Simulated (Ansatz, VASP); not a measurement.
**BAs: VASP beside Ansatz**

Contents of INCAR:

```
SYSTEM = BAs
  PREC = Accurate
  ENCUT = 560
  EDIFF = 1E-6
  ISMEAR = 0
  SIGMA = 0.02
  LREAL = .False.
  LASPH = .True.
  NELM = 120
  ALGO = Normal
  ISIF = 2
  LWAVE = .False.
  LCHARG = .False.
  GGA = CA
  NBANDS = 16
  GGA_COMPAT = .False.
```

The input KPOINTS:

```
Automatic mesh
0
Gamma
  10 10 10
  0 0 0
```

File POSCAR:

```
BAs
1.0
    0.0000000000      2.3659693683      2.3659693683
    2.3659693683      0.0000000000      2.3659693683
    2.3659693683      2.3659693683      0.0000000000
B As
1 1
Direct
    0.0000000000      0.0000000000      0.0000000000
    0.2500000000      0.2500000000      0.2500000000
```

Input for Ansatz:

```yaml
crystal:
  lattice:
    - [0.0, 2.3659693683, 2.3659693683]
    - [2.3659693683, 0.0, 2.3659693683]
    - [2.3659693683, 2.3659693683, 0.0]
  atoms:
    - { symbol: B, position: [0.0, 0.0, 0.0] }
    - { symbol: As, position: [0.25, 0.25, 0.25] }
basis:
  ecutwfc: 420
kpoints:
  mp_grid: { grid: [10, 10, 10] }
  band_path:
    path:
      - [[0.0, 0.0, 0.0], [-0.5, -0.5, 0.0], [-0.375, -0.375, 0.25]]
      - [[-0.375, 0.0, 0.375], [0.0, 0.0, 0.0], [0.0, 0.0, 0.5], [-0.5, -0.25, 0.25], [-0.5, -0.5, 0.0]]
    npoints: 10
hamiltonian:
  xc: lda
  pseudopotentials: { kind: paw, azcp: { folder: soft_1 } }
scf:
  occupations: { method: gaussian, width: 0.02 }
  n_extra_bands: 7
output:
  forces: true
  stress: true
  eigenvalues: true
  write_density: true
  write_potential: true
  elf: true
  volumetric_format: npy
```

Alike in both runs: task single point; functional LDA; k mesh 10 × 10 × 10; occupations gaussian, width 0.02 eV; no spin polarisation.

|  | VASP | Ansatz |
| --- | --- | --- |
| version | VASP 6.6.1 | Ansatz 0.2.0 |
| potentials or method | VASP PAW LDA potentials, release 64 (B, As_d), cutoff 560 eV | scalar-relativistic, plane waves, PAW |
| valence electrons in the cell | 18 | 18 |

```tsv
	VASP	Ansatz	Ansatz less VASP
gap on the k mesh at the Fermi level (eV)	1.10	1.11	+0.004
least direct gap on the mesh (eV)	3.29	3.29	+0.003
pressure (GPa)	1.1	0.0	-1.09
```

Ansatz warns that its potentials were made for another functional, while VASP's fit it. LDA's correlation is that of Perdew and Zunger in VASP and of Perdew and Wang (1992) in Ansatz.
